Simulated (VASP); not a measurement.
Crystal: BaTiO3.

```
Ba Ti O
1.0
     2.82767    1.63255    2.31773
    -2.82767    1.63255    2.31773
     0.00000   -3.26511    2.31773
Ba Ti O
1 1 3
Direct
  0.03347 0.98847 0.00184
  0.50610 0.52748 0.53723
  0.48625 0.49715 0.97115
  0.47409 0.98642 0.47201
  0.97879 0.47918 0.49647
```

Base run:

| Item | Value |
| --- | --- |
| Program | VASP 6.6.1 |
| Functional | PBEsol |
| Potentials or basis | VASP PAW PBE potentials, release 64 (Ba_sv, Ti_sv, O) |
| Cutoff | 520 eV |
| k mesh | 7 × 7 × 7 |
| Occupations | fermi-dirac, width 0.05 eV |
| Spin | no spin polarisation |

Its results: band gap on the k mesh 2.71 eV, indirect (least direct gap 3.26 eV); pressure 5.2 GPa; largest force 2.232 eV/Å.

The run is repeated on the same cell with these changes: functional from PBEsol to BLYP; further incar settings from ALGO = Normal; EDIFF = 1e-07; NBANDS = 28 to ALGO = Normal; EDIFF = 1e-06; NBANDS = 28. What comes out?

Band gap on the k mesh 2.76 eV, indirect (least direct gap 3.31 eV); pressure 17.3 GPa; largest force 2.550 eV/Å.

Caveats: the PAW data sets were made with another functional, which shifts forces and pressure a little; spin-orbit coupling is left out, which moves the levels of the heavy elements.

A k mesh can miss the band edges.
